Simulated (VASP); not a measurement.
# TiTe2 (P-3m1) in VASP: notebook

TiTe2 is run at these levels: r2SCAN+D3(BJ), r2SCAN+rVV10; tasks: single point.

All numbers are computed with VASP 6.6.1; they aren't measurements. Logs are shortened: lines on timing, memory, paths and dates and some standing lists are left out, and cuts for length are marked.

## 1. The cell of the first run

It takes space group P-3m1 (No. 164, trigonal). Conventional cell: a = 3.752 Å, b = 3.752 Å, c = 6.421 Å, α = 90.00°, β = 90.00°, γ = 120.00°. Ti (site symmetry -3m) has 6 Te at 2.74 Å within 3.6 Å. Within 3.6 Å of Te (site symmetry 3m) lie 3 Ti at 2.74 Å.

## 2. Single point, r2SCAN+D3(BJ) (volume scaled by 0.96)

The input, POSCAR:

```
TiTe2
1.0
    3.7519823723      0.0000000000      0.0000000000
   -1.8759911862      3.2493120490      0.0000000000
    0.0000000000      0.0000000000      6.4206125906
Ti Te
1 2
Direct
    0.0000000000      0.0000000000      0.0000000000
    0.3333333333      0.6666666667      0.2606363315
    0.6666666667      0.3333333333      0.7393636685
```

The input, INCAR.step1:

```
  ALGO = Normal
  EDIFF = 1E-4
  ENCUT = 520
  GGA = PE
  ISMEAR = 0
  LASPH = True
  LCHARG = False
  LREAL = False
  LWAVE = True
  NBANDS = 19
  NELM = 80
  PREC = Accurate
  SIGMA = 0.05
```

The input, INCAR.step2:

```
  ALGO = Normal
  EDIFF = 1E-6
  ENCUT = 520
  ISIF = 2
  ISMEAR = 0
  ISTART = 1
  IVDW = 12
  LASPH = True
  LCHARG = True
  LELF = True
  LMIXTAU = True
  LREAL = False
  LVHAR = True
  LWAVE = False
  METAGGA = R2SCAN
  NBANDS = 19
  NELM = 80
  PREC = Accurate
  SIGMA = 0.05
  VDW_A1 = 0.49484001
  VDW_A2 = 5.73083694
  VDW_S6 = 1.0
  VDW_S8 = 0.78981345
```

The input, KPOINTS:

```
k-points
0
Gamma
  8 8 4
```

Potentials or basis: VASP PAW PBE potentials, release 64 (Ti_sv, Te).

Launch:

```sh
cat potpaw_PBE.64/Ti_sv/POTCAR potpaw_PBE.64/Te/POTCAR > POTCAR
cp INCAR.step1 INCAR
mpirun -np 1 vasp_std > vasp.out
cp INCAR.step2 INCAR
mpirun -np 1 vasp_std > vasp.out
```

OUTCAR:

```text
EDIFF = 1E-6
   ENCUT = 520
   ISIF = 2
   ISMEAR = 0
   ISTART = 1
   IVDW = 12
   LASPH = True
   LREAL = False
   METAGGA = R2SCAN
   NELM = 80
   PREC = Accurate
 IVDW          = 12

 ion  position               nearest neighbor table
   1  0.000  0.000  0.000-   2 2.74   3 2.74   3 2.74   2 2.74   3 2.74   2 2.74
   2  0.333  0.667  0.261-   1 2.74   1 2.74   1 2.74
   3  0.667  0.333  0.739-   1 2.74   1 2.74   1 2.74

  LATTYP: Found a hexagonal cell.
 ALAT       =     3.7519823723
 C/A-ratio  =     1.7112587303

  Lattice vectors:

 A1 = (   3.7519823723,   0.0000000000,   0.0000000000)
 A2 = (  -1.8759911862,   3.2493120490,   0.0000000000)
 A3 = (   0.0000000000,   0.0000000000,   6.4206125906)

Analysis of symmetry for initial positions (statically):
=====================================================================
 Subroutine PRICEL returns:
 Original cell was already a primitive cell.

 Routine SETGRP: Setting up the symmetry group for a
 hexagonal supercell.

 Subroutine GETGRP returns: Found 12 space group operations
 (whereof 12 operations were pure point group operations)
 out of a pool of 24 trial point group operations.

The static configuration has the point symmetry D_3d.

Analysis of symmetry for dynamics (positions and initial velocities):
=====================================================================
 Subroutine PRICEL returns:
 Original cell was already a primitive cell.

 Routine SETGRP: Setting up the symmetry group for a
 hexagonal supercell.

 Subroutine GETGRP returns: Found 12 space group operations
 (whereof 12 operations were pure point group operations)
 out of a pool of 24 trial point group operations.

The dynamic configuration has the point symmetry D_3d.

 Subroutine INISYM returns: Found 12 space group operations
 (whereof 12 operations are pure point group operations),
 and found     1 'primitive' translations

----------------------------------------------------------------------------------------

                                     Primitive cell

  volume of cell :      78.2760

  direct lattice vectors                    reciprocal lattice vectors
     3.751982372  0.000000000  0.000000000     0.266525772  0.153878726  0.000000000
    -1.875991186  3.249312049  0.000000000     0.000000000  0.307757453  0.000000000
     0.000000000  0.000000000  6.420612591     0.000000000  0.000000000  0.155748379

  length of vectors
     3.751982372  3.751982372  6.420612591     0.307757453  0.307757453  0.155748379

  position of ions in fractional coordinates (direct lattice)
     0.000000000  0.000000000  0.000000000
     0.333333333  0.666666667  0.260636332
     0.666666667  0.333333333  0.739363668

  ion indices of the primitive-cell ions
   primitive index   ion index
                 1           1
                 2           2
                 3           3

----------------------------------------------------------------------------------------

 KPOINTS: k-points

Automatic generation of k-mesh.
 Grid dimensions read from file:
 generate k-points for:    8    8    4

 Generating k-lattice:

  Cartesian coordinates                     Fractional coordinates (reciprocal lattice)
     0.033315722  0.019234841  0.000000000     0.125000000  0.000000000  0.000000000
     0.000000000  0.038469682  0.000000000     0.000000000  0.125000000  0.000000000
     0.000000000  0.000000000  0.038937095     0.000000000  0.000000000  0.250000000

  Length of vectors
     0.038469682  0.038469682  0.038937095

  Shift w.r.t. Gamma in fractional coordinates (k-lattice)
     0.000000000  0.000000000  0.000000000

 Subroutine IBZKPT returns following result:
 ===========================================

 Found     35 irreducible k-points:

 Following reciprocal coordinates:
            Coordinates               Weight
  0.000000  0.000000  0.000000      1.000000
  0.125000  0.000000  0.000000      6.000000
  0.250000  0.000000  0.000000      6.000000
  0.375000  0.000000  0.000000      6.000000
  0.500000  0.000000  0.000000      3.000000
  0.125000  0.125000  0.000000      6.000000
[... 16 lines left out ...]
 -0.125000  0.500000  0.250000     12.000000
  0.250000  0.250000  0.250000     12.000000
 [... further k-points ...]
   k-points           NKPTS =     35   k-points in BZ     NKDIM =     35   number of bands    NBANDS=     19
   number of dos      NEDOS =    301   number of ions     NIONS =      3
   total plane-waves  NPLWV =  37632
   dimension x,y,z NGX =    28 NGY =   28 NGZ =   48
   dimension x,y,z NGXF=    56 NGYF=   56 NGZF=   96
   ions per type =               1   2
   NGX,Y,Z   is equivalent  to a cutoff of  12.41, 12.41, 12.43 a.u.
   NGXF,Y,Z  is equivalent  to a cutoff of  24.81, 24.81, 24.86 a.u.
 SYSTEM =  unknown system
   PREC   = accura    normal or accurate (medium, high low for compatibility)
   ISTART =      1    job   : 0-new  1-cont  2-samecut
   ICHARG =      0    charge: 1-file 2-atom 10-const
   ISPIN  =      1    spin polarized calculation?
   LNONCOLLINEAR =      F non collinear calculations
   LSORBIT =      F    spin-orbit coupling
   LASPH  =      T    aspherical Exc in radial PAW
   ENCUT  =  520.0 eV  38.22 Ry    6.18 a.u.   6.98  6.98 11.94*2*pi/ulx,y,z
   NELM   =     80;   NELMIN=  2; NELMDL=  0     # of ELM steps
   EDIFF  = 0.1E-05   stopping-criterion for ELM
   LREAL  =      F    real-space projection
   EDIFFG = 0.1E-04   stopping-criterion for IOM
   NSW    =      0    number of steps for IOM
   IBRION =     -1    ionic relax: 0-MD 1-quasi-New 2-CG
   NFREE  =      0    steps in history (QN), initial steepest desc. (CG)
   ISIF   =      2    stress and relaxation
   ISYM   =      2    0-nonsym 1-usesym 2-fastsym
   POTIM  = 0.5000    time-step for ionic-motion
   TEBEG  =    0.0;   TEEND  =   0.0 temperature during run
   PSTRESS=    0.0 pullay stress
   NELECT =      24.0000    total number of electrons
   NUPDOWN=      -1.0000    fix difference up-down
   EMIN   =  10.00;   EMAX   =-10.00  energy-range for DOS
   EFERMI =   0.00;   METHOD = LEGACY
   ISMEAR =     0;   SIGMA  =   0.05  broadening in eV -4-tet -1-fermi 0-gaus
   EFERMI_NEDOS =   21; number of points for ismear=-14 and -15
   IALGO  =     38    algorithm
   IMIX   =      4    mixing-type and parameters
     AMIX     =   0.40;   BMIX     =  1.00
     AMIX_MAG =   1.60;   BMIX_MAG =  1.00
  volume/ion in A,a.u.               =      26.09       176.08
  Fermi-wavevector in a.u.,A,eV,Ry     =   1.103915  2.086097 16.580449  1.218629
  Thomas-Fermi vector in A             =   2.240380
   LORBIT       =      0    0 simple, 1 ext, 2 COOP (PROOUT), +10 PAW based schemes
   METAGGA = R2SCAN    functional components
   LHFCALC =     F    Hartree Fock is set to
   AEXX    =    0.0000 exact exchange contribution
   IVDW    =    12    specifies the selected vdW correction
   LEPSILON=     F    determine dielectric tensor
   LRPA    =     F    only Hartree local field effects (RPA)
 non-spin polarized calculation
 Gauss-broadening in eV      SIGMA  =   0.05
  energy-cutoff  :      520.00
  volume of cell :       78.28
 maximum number of plane-waves:      2126
   NGX = 13   NGY = 13   NGZ = 23

 number of electron      23.9999995 magnetization

 Free energy of the ion-electron system (eV)
  ---------------------------------------------------
  ext. energy  EPLUGINS =         0.00000000
  ---------------------------------------------------
  free energy    TOTEN  =       -66.23887092 eV

  energy without entropy =      -66.23747527  energy(sigma->0) =      -66.23817310

 E-fermi :   7.1054     XC(G=0): -10.4614

 val. band max:        7.0962156433   @ k =   0.3750   0.0000   0.5000
 cond. band min:       7.1127471374   @ k =   0.5000   0.0000   0.2500
 fundamental gap:      0.0165314941
 Fermi energy:         7.1054008527

 k-point     1 :       0.0000    0.0000    0.0000
  band No.  band energies     occupation
      1     -52.8489      2.00000
      2     -28.0660      2.00000
      3     -28.0660      2.00000
      4     -28.0372      2.00000
      5      -6.0481      2.00000
      6      -4.3544      2.00000
[... 11 lines left out ...]
     18      12.6989      0.00000
     19      14.1186      0.00000

 k-point     2 :       0.1250    0.0000    0.0000
  band No.  band energies     occupation
      1     -52.8484      2.00000
      2     -28.0733      2.00000
      3     -28.0677      2.00000
      4     -28.0355      2.00000
      5      -5.8605      2.00000
      6      -4.2621      2.00000
[... 11 lines left out ...]
     18      13.5876      0.00000
     19      14.7890      0.00000

 k-point     3 :       0.2500    0.0000    0.0000
  band No.  band energies     occupation
      1     -52.8471      2.00000
      2     -28.0907      2.00000
      3     -28.0716      2.00000
      4     -28.0312      2.00000
      5      -5.3354      2.00000
      6      -4.0326      2.00000
[... 11 lines left out ...]
     18      13.2669      0.00000
     19      14.2211      0.00000

 k-point     4 :       0.3750    0.0000    0.0000
  band No.  band energies     occupation
      1     -52.8458      2.00000
      2     -28.1081      2.00000
      3     -28.0756      2.00000
      4     -28.0269      2.00000
      5      -4.6166      2.00000
      6      -3.8361      2.00000
[... 407 lines left out ...]
     18      12.3294      0.00000
     19      13.8855      0.00000

 k-point    23 :      -0.1250    0.5000    0.2500
  band No.  band energies     occupation
      1     -52.8453      2.00000
      2     -28.1112      2.00000
      3     -28.0812      2.00000
      4     -28.0251      2.00000
      5      -4.2050      2.00000
      6      -3.7839      2.00000
[... 11 lines left out ...]
     18      12.7081      0.00000
     19      13.5713      0.00000

 k-point    24 :       0.2500    0.2500    0.2500
  band No.  band energies     occupation
      1     -52.8453      2.00000
      2     -28.1057      2.00000
      3     -28.0867      2.00000
      4     -28.0251      2.00000
      5      -4.2040      2.00000
      6      -3.8160      2.00000
[... 11 lines left out ...]
     18      12.7595      0.00000
     19      13.6879      0.00000

 [... further k-points ...]

------------------------ aborting loop because EDIFF is reached ----------------------------------------

 Edisp (eV)   -0.70620

 E8    (eV) :    -0.2576

  FORCE on cell =-STRESS in cart. coord.  units (eV):
  Direction    XX          YY          ZZ          XY          YZ          ZX
  --------------------------------------------------------------------------------------
  -------------------------------------------------------------------------------------
  Total       0.94410     0.94410     0.99453    -0.00000     0.00000     0.00000
  in kB      19.32420    19.32420    20.35639    -0.00000     0.00000     0.00000
  external pressure =       19.67 kB  Pullay stress =        0.00 kB

 VOLUME and BASIS-vectors are now :
 -----------------------------------------------------------------------------
  energy-cutoff  :      520.00
  volume of cell :       78.28
      direct lattice vectors                 reciprocal lattice vectors
     3.751982372  0.000000000  0.000000000     0.266525772  0.153878726  0.000000000
    -1.875991186  3.249312049  0.000000000     0.000000000  0.307757453  0.000000000
     0.000000000  0.000000000  6.420612591     0.000000000  0.000000000  0.155748379

 POSITION                                       TOTAL-FORCE (eV/Angst)
 -----------------------------------------------------------------------------------
      0.00000      0.00000      0.00000         0.000000      0.000000      0.000000
     -0.00000      2.16621      1.67344         0.000000     -0.000000      0.205832
      1.87599      1.08310      4.74717        -0.000000      0.000000     -0.205832
 -----------------------------------------------------------------------------------
    total drift:                               -0.000000      0.000000      0.000000

  FREE ENERGIE OF THE ION-ELECTRON SYSTEM (eV)
  ---------------------------------------------------
  free  energy   TOTEN  =       -66.9450714247 eV

  energy  without entropy=      -66.9436757740  energy(sigma->0) =      -66.94437360
```

Run time: 2.7 min. Hardware: 1 thread of Intel Xeon Platinum 8375C at 2.90GHz (Ice Lake), shared host; peak memory 0.22 GiB.

What came out:

* Free energy: -66.9451 eV
* Pressure: 2.0 GPa
* Largest force: 0.206 eV/Å
* Band gap on the k mesh: zero (band 12 reaches 7.60 eV, above the bottom of band 13 at 6.88 eV)
* Dispersion energy per atom: -0.235 eV

Forces on the atoms (eV/Å):
```
Ti   0.000  0.000  0.000
Te   0.000  0.000  0.206
Te   0.000  0.000 -0.206
```

Stress tensor (GPa, compression positive):
```
1.93 0.00 0.00
0.00 1.93 0.00
0.00 0.00 2.04
```

Caveat: three body term missing; the PAW data sets were made with another functional, which shifts forces and pressure a little; spin-orbit coupling is left out, which moves the levels of the heavy elements.

## 3. Single point, r2SCAN+rVV10 (volume scaled by 0.98)

The input, POSCAR:

```
TiTe2
1.0
    3.7787362015      0.0000000000      0.0000000000
   -1.8893681008      3.2724815447      0.0000000000
    0.0000000000      0.0000000000      6.4573085767
Ti Te
1 2
Direct
    0.0000000000      0.0000000000      0.0000000000
    0.3333333333      0.6666666667      0.2611301040
    0.6666666667      0.3333333333      0.7388698960
```

The input, INCAR.step1:

```
PREC = Accurate
ENCUT = 520
ISMEAR = 0
SIGMA = 0.05
LREAL = False
LASPH = True
NELM = 100
NBANDS = 19
GGA = PE
ALGO = Normal
EDIFF = 1E-4
LWAVE = True
LCHARG = False
```

The input, INCAR.step2:

```
PREC = Accurate
ENCUT = 520
EDIFF = 1E-6
ISMEAR = 0
SIGMA = 0.05
LREAL = False
LASPH = True
NELM = 100
ALGO = Normal
ISIF = 2
LWAVE = False
LCHARG = False
METAGGA = R2SCAN
LMIXTAU = True
LUSE_VDW = True
IVDW_NL = 2
BPARAM = 11.95
CPARAM = 0.0093
NBANDS = 19
ISTART = 1
```

The input, KPOINTS:

```
Automatic mesh
0
Gamma
  8 8 4
```

Potentials or basis: VASP PAW PBE potentials, release 64 (Ti_sv, Te).

Launch:

```sh
cat potpaw_PBE.64/Ti_sv/POTCAR potpaw_PBE.64/Te/POTCAR > POTCAR
cp INCAR.step1 INCAR
mpirun -np 1 vasp_std > vasp.out
cp INCAR.step2 INCAR
mpirun -np 1 vasp_std > vasp.out
```

It took 3.5 min on 1 thread of Intel Xeon Platinum 8375C at 2.90GHz (Ice Lake), shared host; peak memory 0.37 GiB.

It converged, with:

```
Free energy            : -65.6768 eV
Pressure               : 1.0 GPa
Largest force          : 0.025 eV/Å
Band gap on the k mesh : zero (band 12 reaches 7.35 eV, above the bottom of band 13 at 6.66 eV)
```

Forces in eV/Å, atoms in the order of the input:
```
Ti   0.000  0.000  0.000
Te   0.000  0.000  0.025
Te   0.000  0.000 -0.025
```

Levels at points of the mesh, in eV from the Fermi level:
| k point | band 8 | band 9 | band 10 | band 11 | band 12 | band 13 | band 14 | band 15 | band 16 | band 17 |
| --- | --- | --- | --- | --- | --- | --- | --- | --- | --- | --- |
| (0.00, 0.00, 0.00) | -2.01 | -2.01 | 0.40 | 0.40 | 0.48 | 0.50 | 0.95 | 0.95 | 3.15 | 3.15 |
| (0.50, 0.00, 0.00) | -3.98 | -2.97 | -2.62 | -2.07 | -1.39 | 0.08 | 1.21 | 1.60 | 2.49 | 3.43 |
| (0.00, 0.00, 0.50) | -2.80 | -1.94 | -1.94 | 0.39 | 0.39 | 0.62 | 0.62 | 1.19 | 3.59 | 3.59 |
| (0.50, 0.00, 0.50) | -4.87 | -2.66 | -2.34 | -1.15 | -0.86 | -0.21 | 1.20 | 1.57 | 2.67 | 3.59 |

Caveat: the PAW data sets were made with another functional, which shifts forces and pressure a little; spin-orbit coupling is left out, which moves the levels of the heavy elements.

## 4. Single point, r2SCAN+D3(BJ) (volume scaled by 0.98)

The input, POSCAR:

```
TiTe2
1.0
    3.7778589305      0.0000000000      0.0000000000
   -1.8889294653      3.2717218057      0.0000000000
    0.0000000000      0.0000000000      6.4648940767
Ti Te
1 2
Direct
    0.0000000000      0.0000000000      0.0000000000
    0.3333333333      0.6666666667      0.2606363315
    0.6666666667      0.3333333333      0.7393636685
```

The input, INCAR.step1:

```
SYSTEM = TiTe2
PREC = Accurate
ENCUT = 520
ISMEAR = 0
SIGMA = 0.05
LREAL = .FALSE.
LASPH = .TRUE.
NELM = 100
NBANDS = 19
GGA = PE
ALGO = Normal
EDIFF = 1E-4
LWAVE = .TRUE.
LCHARG = .FALSE.
```

The input, INCAR.step2:

```
SYSTEM = TiTe2
PREC = Accurate
ENCUT = 520
EDIFF = 1E-6
ISMEAR = 0
SIGMA = 0.05
LREAL = .FALSE.
LASPH = .TRUE.
NELM = 100
ALGO = Normal
ISIF = 2
LWAVE = .FALSE.
LCHARG = .FALSE.
METAGGA = R2SCAN
LMIXTAU = .TRUE.
IVDW = 12
NBANDS = 19
VDW_S6 = 1.0
VDW_S8 = 0.78981345
VDW_A1 = 0.49484001
VDW_A2 = 5.73083694
ISTART = 1
```

The input, KPOINTS:

```
regular mesh
0
G
  8 8 4
  0 0 0
```

Launch:

```sh
cat potpaw_PBE.64/Ti_sv/POTCAR potpaw_PBE.64/Te/POTCAR > POTCAR
cp INCAR.step1 INCAR
mpirun -np 1 vasp_std > vasp.out
cp INCAR.step2 INCAR
mpirun -np 1 vasp_std > vasp.out
```

Wall time 2.1 min (1 thread of Intel Xeon Platinum 8375C at 2.90GHz (Ice Lake), shared host); peak memory 0.23 GiB.

Results (log left out):

```
Free energy                : -66.9576 eV
Pressure                   : 0.5 GPa
Largest force              : 0.014 eV/Å
Band gap on the k mesh     : zero (band 12 reaches 7.34 eV, above the bottom of band 13 at 6.66 eV)
Dispersion energy per atom : -0.230 eV
```

Forces in eV/Å, atoms in the order of the input:
```
Ti   0.000  0.000  0.000
Te   0.000  0.000  0.014
Te   0.000  0.000 -0.014
```

Levels at points of the mesh, in eV from the Fermi level:
| k point | band 10 | band 11 | band 12 | band 13 | band 14 | band 15 |
| --- | --- | --- | --- | --- | --- | --- |
| (0.00, 0.00, 0.00) | 0.39 | 0.39 | 0.48 | 0.48 | 0.94 | 0.94 |
| (0.50, 0.00, 0.00) | -2.62 | -2.08 | -1.39 | 0.08 | 1.20 | 1.60 |
| (0.00, 0.00, 0.50) | -1.95 | 0.38 | 0.38 | 0.62 | 0.62 | 1.19 |
| (0.50, 0.00, 0.50) | -2.35 | -1.17 | -0.87 | -0.20 | 1.20 | 1.57 |

Caveat: three body term missing; the PAW data sets were made with another functional, which shifts forces and pressure a little; spin-orbit coupling is left out, which moves the levels of the heavy elements.

## 5. Overview

| level | cell | gap on the mesh (eV) | pressure (GPa) | largest force (eV/Å) |
| --- | --- | --- | --- | --- |
| r2SCAN+D3(BJ) | a = 3.752, b = 3.752, c = 6.421 Å, angles 90.0, 90.0, 120.0°, 3 atoms | none | 2.0 | 0.21 |
| r2SCAN+rVV10 | a = 3.779, b = 3.779, c = 6.457 Å, angles 90.0, 90.0, 120.0°, 3 atoms | none | 1.0 | 0.03 |
| r2SCAN+D3(BJ) | a = 3.778, b = 3.778, c = 6.465 Å, angles 90.0, 90.0, 120.0°, 3 atoms | none | 0.5 | 0.01 |

Alike in all rows: task single point; potentials or basis VASP PAW PBE potentials, release 64 (Ti_sv, Te); no spin polarisation; k mesh 8 × 8 × 4; cutoff (eV) 520; smearing gaussian 0.05 eV.

Caveats: the PAW data sets were made with another functional, which shifts forces and pressure a little; spin-orbit coupling is left out, which moves the levels of the heavy elements; three body term missing (some runs).

Total energies depend on the potentials used, so only differences within one code and one set of settings carry meaning.
